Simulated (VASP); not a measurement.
# SiC6 in VASP: a series of runs, part 2 of 2

VASP 6.6.1.

### Step 4. Single point, PBE

File INCAR:

```
  PREC = Accurate
  ENCUT = 520
  EDIFF = 1E-6
  ISMEAR = -1
  SIGMA = 0.1379
  LREAL = False
  LASPH = True
  NELM = 80
  ALGO = Normal
  ISIF = 2
  LWAVE = False
  LCHARG = True
  GGA = PE
  LELF = True
  LVHAR = True
  NBANDS = 41
  ISYM = 0
```

File KPOINTS:

```
Automatic mesh
0
Gamma
  1 1 1
  0.25 0.25 0.25
```

File POSCAR:

```
SiC6
1.0
    5.2607330000     -0.0401340000      0.1481530000
   -0.0401340000      5.1317960000      0.1176100000
    0.1481530000      0.1176100000      5.3357620000
Si C
2 12
Direct
    0.4824665207      1.0136473625      0.7429966088
    1.0650059821      0.6092743982      0.0981721836
    0.7659895477      0.8469630116      0.5276067468
    0.5643784238      0.7646047649      0.1057315669
    0.3543869586      0.1948471303      0.1769172872
    0.3210029652      0.9219775087      0.1240255230
    0.6411978289      0.5476518215      0.9683224790
    1.0037409000      0.8363941052      0.6360786826
    0.0874741319      0.5714343749      0.7164275783
    0.7283703243      0.7266105710      0.2948235101
    0.1279644905      1.0674062732      0.6798867763
    0.1213965285      0.3383504564      0.5818689707
    0.1960465578      0.3540971654      0.3354622539
    0.5169947510      0.3046594298      0.9706914741
```

Potentials or basis: VASP PAW PBE potentials, release 64 (Si, C).

Run with:

```
$ cat potpaw_PBE.64/Si/POTCAR potpaw_PBE.64/C/POTCAR > POTCAR
$ mpirun -np 1 vasp_std > vasp.out
```

OUTCAR:

```text
PREC = Accurate
   ENCUT = 520
   EDIFF = 1E-6
   ISMEAR = -1
   LREAL = False
   LASPH = True
   NELM = 80
   ISIF = 2
   GGA = PE
   ISYM = 0

 ion  position               nearest neighbor table
   1  0.482  0.014  0.743-  11 1.94  14 1.98   3 2.05   6 2.19   4 2.34   5 2.59
   2  0.065  0.609  0.098-  13 1.94   9 2.05   6 2.09  10 2.12   7 2.39
   3  0.766  0.847  0.528-   8 1.41  10 1.43   1 2.05
   4  0.564  0.765  0.106-  10 1.37   7 1.41   6 1.53   1 2.34
   5  0.354  0.195  0.177-  13 1.44  14 1.44   6 1.45   1 2.59
   6  0.321  0.922  0.124-   5 1.45   4 1.53   2 2.09   1 2.19
   7  0.641  0.548  0.968-  14 1.40   4 1.41   2 2.39
   8  0.004  0.836  0.636-  11 1.38   3 1.41   9 1.49
   9  0.087  0.571  0.716-  12 1.43   8 1.49   2 2.05
  10  0.728  0.727  0.295-   4 1.37   3 1.43   2 2.12
  11  0.128  0.067  0.680-   8 1.38  12 1.47   1 1.94
  12  0.121  0.338  0.582-  13 1.35   9 1.43  11 1.47
  13  0.196  0.354  0.335-  12 1.35   5 1.44   2 1.94
  14  0.517  0.305  0.971-   7 1.40   5 1.44   1 1.98

[... 197 lines left out ...]

  FORCE on cell =-STRESS in cart. coord.  units (eV):
  Direction    XX          YY          ZZ          XY          YZ          ZX
  --------------------------------------------------------------------------------------
  -------------------------------------------------------------------------------------
  Total       -1.7418407     -8.1149931     -2.7120850     -0.5501172     -9.0224232      5.5614694
  in kB      -19.3997636    -90.3807942    -30.2058660     -6.1269339   -100.4873031     61.9409052
  external PRESSURE =     -46.6621413 kB  Pullay stress =       0.0000000 kB

 VOLUME and BASIS-vectors are now :
 -----------------------------------------------------------------------------
  energy-cutoff  :      520.00
  volume of cell :      143.85
      direct lattice vectors                 reciprocal lattice vectors
     5.260733000 -0.040134000  0.148153000     0.190249624  0.001609753 -0.005317961
    -0.040134000  5.131796000  0.117610000     0.001609753  0.194975659 -0.004342318
     0.148153000  0.117610000  5.335762000    -0.005317961 -0.004342318  0.187658027

 POSITION                                       TOTAL-FORCE (eV/Angst)
 -----------------------------------------------------------------------------------
      2.64766      0.13806      4.03754         0.797659      1.198299      0.665015
      0.33207      3.13561      0.60511         0.438799      1.598485      0.775684
      4.07384      4.37775      3.02828        -3.594678     -0.006267     -2.180334
      2.95402      3.91358      0.73770        -2.456353     -0.573492      0.167487
      1.88273      1.00650      1.01941        -2.134358     -0.122974      0.832482
      1.67008      4.73310      0.81776         1.085267     -3.547547     -0.248137
      3.49465      2.89859      5.32614        -2.213320     -1.441644     -0.713720
      0.08035      4.36686      3.49289         1.355386     -0.616749      0.162048
      0.54339      3.01323      3.90285         0.057967      0.109602      2.557207
      3.84628      3.73426      1.76647         3.515928      2.666650      2.783674
      0.77121      0.42074      3.65460         1.967183     -0.410625     -0.411576
      0.71126      1.79991      3.16249        -1.768325      0.979089      2.995001
      1.06684      1.84874      1.86064         1.109282      0.213246     -5.613863
      2.85135      1.65686      5.29180         1.839563     -0.046073     -1.770967
 -----------------------------------------------------------------------------------
    total drift:                                0.000230     -0.000341     -0.000017

  FREE ENERGIE OF THE ION-ELECTRON SYSTEM (eV)
  ---------------------------------------------------
  free  energy   TOTEN  =      -108.7791946842 eV

  energy  without entropy=     -108.7347554977  energy(sigma->0) =     -108.75697509
```

OSZICAR:

```text
N       E                     dE             d eps       ncg     rms          rms(c)
DAV:   1     0.189031513308E+03    0.18903E+03   -0.26446E+04    82   0.124E+03
DAV:   2    -0.974322593577E+02   -0.28646E+03   -0.27369E+03   100   0.242E+02
DAV:   3    -0.116847084896E+03   -0.19415E+02   -0.19072E+02   100   0.621E+01
DAV:   4    -0.117288950676E+03   -0.44187E+00   -0.44030E+00   108   0.101E+01
DAV:   5    -0.117299367444E+03   -0.10417E-01   -0.10413E-01   100   0.152E+00    0.164E+01
DAV:   6    -0.109720031663E+03    0.75793E+01   -0.12591E+01    92   0.149E+01    0.893E+00
DAV:   7    -0.108836820778E+03    0.88321E+00   -0.39065E+00   108   0.861E+00    0.393E+00
DAV:   8    -0.108781953047E+03    0.54868E-01   -0.35830E-01   108   0.264E+00    0.191E+00
DAV:   9    -0.108775497265E+03    0.64558E-02   -0.76411E-02    92   0.114E+00    0.628E-01
DAV:  10    -0.108778137372E+03   -0.26401E-02   -0.95285E-03   100   0.456E-01    0.180E-01
DAV:  11    -0.108778805251E+03   -0.66788E-03   -0.13520E-03   108   0.169E-01    0.791E-02
DAV:  12    -0.108779118871E+03   -0.31362E-03   -0.34594E-04   100   0.856E-02    0.324E-02
DAV:  13    -0.108779179137E+03   -0.60266E-04   -0.54709E-05   108   0.345E-02    0.119E-02
DAV:  14    -0.108779193269E+03   -0.14132E-04   -0.18780E-05   100   0.192E-02    0.391E-03
DAV:  15    -0.108779194376E+03   -0.11065E-05   -0.13772E-06    84   0.594E-03    0.184E-03
DAV:  16    -0.108779194684E+03   -0.30843E-06   -0.43335E-07    52   0.309E-03
   1 F= -.10877919E+03 E0= -.10875698E+03  d E =-.444392E-01
```

stdout:

```text
POSCAR found type information on POSCAR SiC
 POSCAR found :  2 types and      14 ions
 scaLAPACK will be used
 LDA part: xc-table for (Slater+PW92), standard interpolation
 POSCAR, INCAR and KPOINTS ok, starting setup
 FFT: planning ... GRIDC
 FFT: planning ... GRID_SOFT
 FFT: planning ... GRID
 WAVECAR not read
 entering main loop
```

Run time: 35 s. Hardware: 1 thread of Intel Xeon 8259CL, shared host; peak memory 0.22 GiB.

Results:

```
Free energy            : -108.7792 eV
Pressure               : -4.7 GPa
Largest force          : 5.726 eV/Å
Band gap on the k mesh : 1.15 eV
```

Forces on the atoms (eV/Å):
```
Si   0.798  1.198  0.665
Si   0.439  1.598  0.776
C   -3.595 -0.006 -2.180
C   -2.456 -0.573  0.167
C   -2.134 -0.123  0.832
C    1.085 -3.548 -0.248
C   -2.213 -1.442 -0.714
C    1.355 -0.617  0.162
C    0.058  0.110  2.557
C    3.516  2.667  2.784
C    1.967 -0.411 -0.412
C   -1.768  0.979  2.995
C    1.109  0.213 -5.614
C    1.840 -0.046 -1.771
```

Stress tensor (GPa, compression positive):
```
 -1.94  -0.61   6.19
 -0.61  -9.04 -10.05
  6.19 -10.05  -3.02
```

Caveat: the k points lie up to 1.23 Å⁻¹ apart.
